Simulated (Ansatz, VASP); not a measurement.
LiH: VASP beside Ansatz

POSCAR

```
LiH
1.0
    0.0000000000      2.0416048853      2.0416048853
    2.0416048853      0.0000000000      2.0416048853
    2.0416048853      2.0416048853      0.0000000000
Li H
1 1
Direct
    0.0000000000      0.0000000000      0.0000000000
    0.5000000000      0.5000000000      0.5000000000
```

The input INCAR.step1:

```
PREC     = Accurate       # precision mode
ENCUT    = 520            # plane-wave cutoff, eV
ISMEAR   = 0              # smearing method
SIGMA    = 0.02           # smearing width, eV
LREAL    = False          # projectors in reciprocal space
LASPH    = True           # aspherical terms in the spheres
NELM     = 80             # most SCF steps
NBANDS   = 9              # bands
GGA      = PE             # functional
ALGO     = Normal         # electronic algorithm
EDIFF    = 1E-4           # SCF threshold, eV
LWAVE    = True           # write WAVECAR
LCHARG   = False          # write CHGCAR
```

The input INCAR.step2:

```
PREC     = Accurate       # precision mode
ENCUT    = 520            # plane-wave cutoff, eV
EDIFF    = 1E-7           # SCF threshold, eV
ISMEAR   = 0              # smearing method
SIGMA    = 0.02           # smearing width, eV
LREAL    = False          # projectors in reciprocal space
LASPH    = True           # aspherical terms in the spheres
NELM     = 80             # most SCF steps
ALGO     = Normal         # electronic algorithm
ISIF     = 2              # what is computed and relaxed
LWAVE    = False          # write WAVECAR
LCHARG   = True           # write CHGCAR
METAGGA  = R2SCAN         # meta-GGA
LMIXTAU  = True         
LELF     = True           # ELF
LVHAR    = True         
NBANDS   = 9              # bands
ISTART   = 1
```

Contents of KPOINTS:

```
Automatic mesh
0
Gamma
  10 10 10
```

Input for Ansatz:

```yaml
crystal:
  lattice:
    - [0.0, 2.0416049021, 2.0416049021]
    - [2.0416049021, 0.0, 2.0416049021]
    - [2.0416049021, 2.0416049021, 0.0]
  atoms:
    - { symbol: Li, position: [0.0, 0.0, 0.0] }
    - { symbol: H, position: [0.5, 0.5, 0.5] }
basis:
  ecutwfc: 500
kpoints:
  mp_grid: { grid: [10, 10, 10] }
hamiltonian:
  xc: r2scan
scf:
  occupations: { method: gaussian, width: 0.02 }
output:
  forces: true
  stress: true
  eigenvalues: true
```

Alike in both runs: task single point; functional r2SCAN; k mesh 10 × 10 × 10; occupations gaussian, width 0.02 eV; no spin polarisation.

|  | VASP | Ansatz |
| --- | --- | --- |
| version | VASP 6.6.1 | Ansatz 0.2.0 |
| potentials or method | VASP PAW PBE potentials, release 64 (Li_sv, H), cutoff 520 eV | scalar-relativistic, plane waves, PAW |
| valence electrons in the cell | 4 | 4 |

```tsv
	VASP	Ansatz	Ansatz less VASP
gap on the k mesh at the Fermi level (eV)	3.61	3.66	+0.051
least direct gap on the mesh (eV)	3.61	3.66	+0.051
```

VASP's potentials were made for PBE, not for r2SCAN.

Noted on VASP's run: the cutoff is short for stress, so the pressure is rough.
